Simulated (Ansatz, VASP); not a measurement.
Cs: VASP beside Ansatz

INCAR

```
SYSTEM = Cs
PREC = Accurate
ENCUT = 520
EDIFF = 1E-8
ISMEAR = -1
SIGMA = 0.05
LREAL = .FALSE.
LASPH = .TRUE.
NELM = 100
ALGO = Normal
ISIF = 2
LWAVE = .FALSE.
LCHARG = .FALSE.
GGA = PE
LEFG = .TRUE.
NBANDS = 26
```

The input KPOINTS:

```
regular mesh
0
G
  5 5 5
  0 0 0
```

File POSCAR:

```
Cs
1.0
   -2.5538463026      2.5538463026      9.5960667852
    2.5538463026     -2.5538463026      9.5960667852
    5.1076926052      5.1076926052    -19.1921335704
Cs
4
Direct
    0.2500000000      0.7500000000      0.2500000000
    0.2500000000      0.7500000000      0.7500000000
    0.5000000000      0.5000000000      0.0000000000
    0.5000000000      0.5000000000      0.5000000000
```

Input for Ansatz:

```yaml
crystal:
  lattice:
    - [-2.5538463026, 2.5538463026, 9.5960667852]
    - [2.5538463026, -2.5538463026, 9.5960667852]
    - [5.1076926052, 5.1076926052, -19.1921335704]
  atoms:
    - { symbol: Cs, position: [0.25, 0.75, 0.25] }
    - { symbol: Cs, position: [0.25, 0.75, 0.75] }
    - { symbol: Cs, position: [0.5, 0.5, 0.0] }
    - { symbol: Cs, position: [0.5, 0.5, 0.5] }
kpoints:
  mp_grid: { grid: [5, 5, 5] }
scf:
  occupations: { method: fermi_dirac, width: 0.05 }
hamiltonian:
  xc: pbe
  pseudopotentials: { kind: paw }
output:
  forces: true
  efg:
    quadrupole_moments_barn: { Cs: -0.00343 }
    contact_densities: true
  core_levels: { shells: { Cs: "3d" }, counted_from: fermi_level, add_spin: always }
```

Alike in both runs: task electric field gradients; functional PBE; k mesh 5 × 5 × 5; occupations fermi-dirac, width 0.05 eV; no spin polarisation.

```csv
,VASP,Ansatz
version,VASP 6.6.1,Ansatz 0.2.0
potentials or method,"VASP PAW PBE potentials, release 64 (Cs_sv)","plane-wave PAW, scalar-relativistic"
plane-wave cutoff (eV),520,420
valence electrons in the cell,36,36
```

```csv
,VASP,Ansatz,Ansatz less VASP
size of Vzz on the site where it differs most (V/Å²),3.3,3.5,+0.20
```

With one functional, cell and mesh, what is left measures potentials, basis and numerics.

Spin-orbit coupling is off throughout.
